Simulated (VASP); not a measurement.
Sc: single point with PBE

Sc:

```
Sc
1.0
     3.30900    0.00000    0.00000
    -1.65450    2.86568    0.00000
     0.00000    0.00000    5.27330
Sc
2
Cartesian
  0.0000 1.9105 1.3183
  1.6545 0.9552 3.9550
```

```
Program             : VASP 6.6.1
Task                : single point
Functional          : PBE
Potentials or basis : VASP PAW PBE potentials, release 64 (Sc_sv)
Cutoff              : 520 eV
k mesh              : 11 × 11 × 6
Occupations         : fermi-dirac, width 0.05 eV
Spin                : no spin polarisation
```

```json
{
  "Pressure": "-0.7 GPa",
  "Band gap on the k mesh": "zero (band 11 reaches 4.48 eV, above the bottom of band 12 at 3.14 eV)"
}
```

Stress tensor (GPa, compression positive):
```
-0.13  0.00  0.00
 0.00 -0.13  0.00
 0.00  0.00 -1.78
```

Levels at points of the mesh, in eV from the Fermi level:
```csv
k point,band 9,band 10,band 11,band 12,band 13,band 14
"(0.00, 0.00, 0.00)",-5.11,-1.66,0.41,1.59,1.59,1.70
"(0.00, 0.00, 0.50)",-3.63,-3.63,0.88,0.88,1.53,1.53
```

Run time: 76 s on 1 thread of Oxide Virtual Turin-like Processor (shared host), peak memory 0.17 GiB.
